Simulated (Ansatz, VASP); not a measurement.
## One calculation of CdTe3, two programs

The input INCAR:

```
  ALGO = Normal
  EDIFF = 1E-6
  ENCUT = 520
  GGA = PE
  ISIF = 2
  ISMEAR = 0
  LASPH = True
  LCHARG = True
  LELF = True
  LREAL = False
  LVHAR = True
  LWAVE = False
  NBANDS = 23
  NELM = 80
  PREC = Accurate
  SIGMA = 0.1
```

File KPOINTS:

```
k-points
0
Gamma
  4 4 4
```

The input POSCAR:

```
CdTe3
1.0
    4.9292505202      0.0000000000      0.0000000000
    0.0000000000      4.9292505202      0.0000000000
    0.0000000000      0.0000000000      4.9292505202
Cd Te
1 3
Direct
    0.0000000000      0.0000000000      0.0000000000
    0.0000000000      0.5000000000      0.5000000000
    0.5000000000      0.0000000000      0.5000000000
    0.5000000000      0.5000000000      0.0000000000
```

Input for Ansatz:

```yaml
crystal:
  lattice:
    - [4.9292505202, 0.0, 0.0]
    - [0.0, 4.9292505202, 0.0]
    - [0.0, 0.0, 4.9292505202]
  atoms:
    - { symbol: Cd, position: [0.0, 0.0, 0.0] }
    - { symbol: Te, position: [0.0, 0.5, 0.5] }
    - { symbol: Te, position: [0.5, 0.0, 0.5] }
    - { symbol: Te, position: [0.5, 0.5, 0.0] }
basis:
  ecutwfc: 420
kpoints:
  mp_grid: { grid: [4, 4, 4] }
hamiltonian:
  xc: pbe
scf:
  occupations: { method: gaussian, width: 0.1 }
  lower_state_search: "off"
output:
  forces: true
  stress: true
  eigenvalues: true
```

Alike in both runs: task single point; functional PBE; k mesh 4 × 4 × 4; occupations gaussian, width 0.1 eV; no spin polarisation.

|  | VASP | Ansatz |
| --- | --- | --- |
| version | VASP 6.6.1 | Ansatz 0.2.0 |
| potentials or method | VASP PAW PBE potentials, release 64 (Cd, Te), cutoff 520 eV | scalar-relativistic, plane waves, PAW |
| valence electrons in the cell | 30 | 68 |

```tsv
	VASP	Ansatz	Ansatz less VASP
gap on the k mesh at the Fermi level (eV)	none	none	-
pressure (GPa)	-2.2	-2.2	-0.01
```

A gap of «none» marks a metal or a gap that the smearing closes. The functional is the same, so the differences come from potentials, cutoffs and numerics. VASP's potentials hold 30 valence electrons a cell and Ansatz's 68, so a difference there can come from the potentials and not from the codes.

Neither program's run includes spin-orbit coupling.
